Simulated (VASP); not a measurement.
Input of a VASP 6.6.1 run:

INCAR

```
SYSTEM = CaSe
PREC = Accurate
ENCUT = 520
EDIFF = 1E-7
ISMEAR = 0
SIGMA = 0.01
LREAL = .False.
LASPH = .True.
NELM = 80
ALGO = Normal
ISIF = 2
LWAVE = .False.
LCHARG = .False.
GGA = PE
NBANDS = 15
```

The input KPOINTS:

```
regular mesh
0
Gamma
  4 4 4
  0 0 0
```

Contents of POSCAR:

```
CaSe
1.0
    0.0000000000      2.9675351088      3.0120481354
    2.9675351088      0.0000000000      3.0120481354
    2.9675351088      2.9675351088      0.0000000000
Ca Se
1 1
Direct
    0.0000000000      0.0000000000      0.0000000000
    0.5000000000      0.5000000000      0.5000000000
```

Potentials or basis: VASP PAW PBE potentials, release 64 (Ca_sv, Se).

Run with:

```sh
$ cat potpaw_PBE.64/Ca_sv/POTCAR potpaw_PBE.64/Se/POTCAR > POTCAR
$ mpirun -np 1 vasp_std > vasp.out
```

(1) What does it give for the pressure?

(2) Predict the band gap on the k mesh.

## Answers

(1) 0.1 GPa.

(2) 2.07 eV (least direct gap 2.95 eV).

Caveat: the k points lie up to 0.46 Å⁻¹ apart; the cell differs from its parent crystal (uniaxial z strain +1.5%).
